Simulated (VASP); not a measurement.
A run of VASP 6.6.1 is set up as follows.

File INCAR:

```
PREC = Accurate ; ENCUT = 700
EDIFF = 1E-6 ; ISMEAR = -1
SIGMA = 0.05 ; LREAL = F
LASPH = T ; NELM = 120
ALGO = Normal ; ISIF = 2
LWAVE = F ; LCHARG = F
GGA = B5 ; ALDAX = 1.0
AGGAX = 1.0 ; AGGAC = 1.0
ALDAC = 0.0 ; IVDW = 12
VDW_S6 = 1.0 ; VDW_S8 = 2.6996
VDW_A1 = 0.4298 ; VDW_A2 = 4.2359
NBANDS = 16 ; GGA_COMPAT = F
```

The input KPOINTS:

```
Automatic mesh
0
Gamma
  10 10 10
```

Contents of POSCAR:

```
TaN
1.0
    0.0000000000      2.2404226923      2.2404226923
    2.2404226923      0.0000000000      2.2404226923
    2.2404226923      2.2404226923      0.0000000000
Ta N
1 1
Direct
    0.5000000000      0.5000000000      0.5000000000
    0.0000000000      0.0000000000      0.0000000000
```

Potentials or basis: VASP PAW PBE potentials, release 64 (Ta_sv_GW, N).

Run with:

```bash
$ cat potpaw_PBE.64/Ta_sv_GW/POTCAR potpaw_PBE.64/N/POTCAR > POTCAR
$ mpirun -np 1 vasp_std > vasp.out
```

(1) What does it give for the pressure?

(2) Estimate the band gap on the k mesh.

(3) Estimate the dispersion energy per atom.

Results:

(1) -17.3 GPa.

(2) zero (bands 9 and 10 overlap by 3.58 eV).

(3) -1.038 eV.

Caveat: the cell stands under tension; the dispersion term is far too large for a dense solid, which distorts pressure and volume; the PAW data sets were made with another functional, which shifts forces and pressure a little; spin-orbit coupling is left out, which moves the levels of the heavy elements.
